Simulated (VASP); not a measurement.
A run of VASP 6.6.1:

File INCAR:

```
PREC = Accurate
ENCUT = 520
EDIFF = 1E-6
ISMEAR = 0
SIGMA = 0.05
LREAL = Auto
LASPH = True
NELM = 100
ALGO = Normal
ISIF = 2
LWAVE = False
LCHARG = True
GGA = PE
LELF = True
LVHAR = True
NBANDS = 46
```

The input KPOINTS:

```
Automatic mesh
0
Gamma
  8 8 2
```

POSCAR

```
BP
1.0
    3.2161365136      0.0000000000      0.0000000000
    0.0000000000      3.2161365136      0.0000000000
    0.0000000000      0.0000000000     18.3354522938
B P
8 8
Direct
    0.0000000000      0.0000000000     -0.0067000690
    0.5000000000      0.5000000000      0.1178383782
    0.0000000000      0.0000000000      0.2418542514
    0.5000000000      0.5000000000      0.3661810863
    1.0000000000      0.5000000000      0.5713189137
    0.5000000000      0.0000000000      0.6956457486
    1.0000000000      0.5000000000      0.8196616218
    0.5000000000      0.0000000000      0.9442000690
    1.0000000000      0.5000000000      0.0548790797
    0.5000000000      0.0000000000      0.1792969872
    1.0000000000      0.5000000000      0.3038124671
    0.5000000000      0.0000000000      0.4255579838
    0.0000000000      0.0000000000      0.5119420162
    0.5000000000      0.5000000000      0.6336875329
    0.0000000000      0.0000000000      0.7582030128
    0.5000000000      0.5000000000      0.8826209203
```

Potentials or basis: VASP PAW PBE potentials, release 64 (B, P).

Run with:

```bash
$ cat potpaw_PBE.64/B/POTCAR potpaw_PBE.64/P/POTCAR > POTCAR
$ mpirun -np 1 vasp_std > vasp.out
```

Hardware: 1 thread of Intel Xeon 8259CL (shared host).

Q: How long does it take, and how much memory?

A: Run time: 18 min on 1 thread of Intel Xeon 8259CL, with other jobs on the host, peak memory 0.42 GiB. Counts: scf iterations 21, k points 50.
